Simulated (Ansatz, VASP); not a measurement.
# InSb: VASP beside Ansatz

```xyz
2
Lattice="3.6475 0.0000 0.0000 0.0000 3.6475 0.0000 0.0000 0.0000 3.6475" Properties=species:S:1:pos:R:3 pbc="T T T"
In    0.0000    0.0000    0.0000
Sb    1.8237    1.8237    1.8237
```

Change from the starting cell: volume scaled by 0.88, PAW files.

Alike in both runs: task single point; functional PBE; k mesh 11 × 11 × 11; occupations fermi-dirac, width 0.08 eV; no spin polarisation.

```csv
,VASP,Ansatz
version,VASP 6.6.1,Ansatz 0.2.0
potentials or method,"VASP PAW PBE potentials, release 64 (In_d, Sb)","PAW with Ansatz's default frozen-core files, scalar-relativistic"
plane-wave cutoff (eV),520,420
valence electrons in the cell,18,28
```

```csv
,VASP,Ansatz,Ansatz less VASP
pressure (GPa),7.7,7.8,+0.07
```

VASP's potentials hold 18 valence electrons a cell and Ansatz's 28, so a difference there can come from the potentials and not from the codes.

Neither program's run includes spin-orbit coupling.
